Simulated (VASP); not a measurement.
ScSiS3: single point with PBE

Crystal: ScSiS3.

```
CELL_PARAMETERS angstrom
5.05894 0.00000 0.00000
0.00000 5.05894 0.00000
0.00000 0.00000 4.95718
ATOMIC_POSITIONS crystal
Sc 0.00000 0.00000 0.50000
Si 0.50000 0.50000 0.50000
S 0.50000 0.00000 0.50000
S 0.00000 0.50000 0.50000
S 0.00000 0.00000 0.00000
```

```json
{"Program": "VASP 6.6.1", "Task": "single point", "Functional": "PBE", "Potentials or basis": "VASP PAW PBE potentials, release 64 (Sc_sv, Si, S)", "Cutoff": "520 eV", "k mesh": "4 × 4 × 4", "Occupations": "gaussian, width 0.1 eV", "Spin": "no spin polarisation", "Dipole correction": "no", "Further INCAR settings": "ALGO = Normal; EDIFF = 1e-06; NBANDS = 24"}
```

| Quantity | Value |
| --- | --- |
| Pressure | 0.1 GPa |

Levels at points of the mesh, in eV from the Fermi level:
```tsv
k point	band 13	band 14	band 15	band 16	band 17	band 18	band 19	band 20
(0.00, 0.00, 0.00)	-2.10	-1.18	-0.35	0.03	0.03	1.15	1.88	1.88
(0.50, 0.00, 0.00)	-2.39	-0.80	-0.35	0.01	0.05	1.57	1.98	1.98
(0.50, 0.50, 0.00)	-1.99	-1.28	-0.73	-0.73	0.40	0.74	1.53	1.53
(0.00, 0.00, 0.50)	-1.85	-1.85	-1.44	-1.21	-1.21	1.20	2.03	2.89
(0.50, 0.00, 0.50)	-2.48	-1.91	-1.14	0.03	0.23	1.12	2.02	2.83
(0.50, 0.50, 0.50)	-2.37	-1.98	-0.34	0.46	0.46	0.82	1.55	1.55
```

Run time: 27 s on 1 thread of Intel(R) Xeon(R) 6975P-C (Granite Rapids) (shared host), peak memory 0.26 GiB.
